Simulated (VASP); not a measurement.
Rb3Sc2N3:

```xyz
8
Lattice="5.5241 0.0000 0.0000 0.0000 5.5241 0.0000 0.0000 0.0000 7.3281" Properties=species:S:1:pos:R:3 pbc="T T T"
Rb    0.0000    2.7620    2.3479
Rb    2.7620    0.0000    2.3479
Rb    2.7620    2.7620    3.2642
Sc    0.0000    2.7620    6.9685
Sc    2.7620    0.0000    6.9685
N     0.0000    2.7620    4.1608
N     2.7620    0.0000    4.1608
N     2.7620    2.7620    5.4019
```

The cell was generated, and may not be a known phase.

```yaml
Program: VASP 6.6.1
Task: relaxation of cell and atoms
Functional: PBE
Potentials_or_basis: VASP PAW PBE potentials, release 64 (Rb_sv, Sc_sv, N)
Cutoff: 600 eV
k_mesh: 2 × 2 × 2
Occupations: gaussian, width 0.15 eV
Spin: no spin polarisation
```

At the start: pressure 5.1 GPa; volume 27.95 Å³/atom.

**Question.** How do energy, volume and symmetry change on relaxing?

**Answer.** Over 30 steps the energy falls by 2114.9 meV/atom and the volume is 25.47 Å³/atom (-8.9 %); space group P4mm (No. 99, to 0.1 Å) before and after.

The path:
| step | energy change (eV) | largest force (eV/Å) | pressure (GPa) | volume (Å³) |
| --- | --- | --- | --- | --- |
| 1 | 0.0000 | 7.1894 | 5.05 | 223.62 |
| 2 | -6.3345 | 5.5743 | -5.29 | 252.20 |
| 3 | -6.4835 | 5.6361 | -5.54 | 255.07 |
| 4 | -12.7966 | 3.4566 | -0.49 | 227.36 |
| 5 | -12.8295 | 3.4325 | 1.05 | 225.19 |
| 6 | -12.8392 | 3.4414 | 0.51 | 225.91 |
| 7 | -14.1378 | 2.6568 | 0.24 | 225.38 |
| 8 | -16.1680 | 2.0562 | 1.65 | 223.80 |
| 9 | -15.7259 | 2.4810 | -4.78 | 238.07 |
| 10 | -16.4103 | 1.3128 | -1.40 | 228.62 |
| 11 | -16.4123 | 1.3636 | -1.22 | 228.25 |
| 12 | -16.6413 | 0.4958 | -0.72 | 223.20 |
| 13 | -16.6554 | 0.3144 | -0.50 | 221.64 |
| 14 | -16.6845 | 0.7964 | 0.70 | 217.65 |
| 15 | -16.6855 | 0.6802 | 0.51 | 218.21 |
| 16 | -16.7059 | 0.6152 | 0.48 | 217.59 |
| 17 | -16.7524 | 0.5313 | 0.42 | 215.70 |
| 18 | -16.7659 | 0.6553 | 0.47 | 211.79 |
| 19 | -16.7737 | 0.6153 | 0.45 | 213.21 |
| 20 | -16.8007 | 0.5312 | -0.35 | 214.04 |
| 21 | -16.8033 | 0.4962 | -0.66 | 214.39 |
| 22 | -16.8283 | 0.4393 | -0.63 | 213.60 |
| 23 | -16.8759 | 0.2738 | -0.45 | 211.22 |
| 24 | -16.8612 | 0.5893 | 0.14 | 206.44 |
| 25 | -16.8867 | 0.2036 | -0.25 | 209.28 |
| 26 | -16.8990 | 0.1502 | -0.19 | 207.65 |
| 27 | -16.9159 | 0.1195 | 0.07 | 202.82 |
| 28 | -16.9179 | 0.1217 | 0.25 | 203.01 |
| 29 | -16.9180 | 0.1078 | 0.23 | 202.99 |
| 30 | -16.9192 | 0.0352 | 0.02 | 203.78 |

Final structure:
```yaml
crystal:
  lattice:
    - [5.09217, 0.00000, 0.00000]
    - [0.00000, 5.09217, 0.00000]
    - [0.00000, 0.00000, 7.85887]
  atoms:
    - { symbol: Rb, position: [0.00000, 0.50000, 0.25300] }
    - { symbol: Rb, position: [0.50000, 0.00000, 0.25300] }
    - { symbol: Rb, position: [0.50000, 0.50000, 0.52880] }
    - { symbol: Sc, position: [0.00000, 0.50000, 0.83844] }
    - { symbol: Sc, position: [0.50000, 0.00000, 0.83844] }
    - { symbol: N, position: [0.00000, 0.50000, 0.60520] }
    - { symbol: N, position: [0.50000, 0.00000, 0.60520] }
    - { symbol: N, position: [0.50000, 0.50000, 0.93874] }
```

Caveat: the k points lie up to 0.62 Å⁻¹ apart in the final cell; the relaxation stopped at a loose force limit of 0.08 eV/Å, so its end isn't a converged minimum.
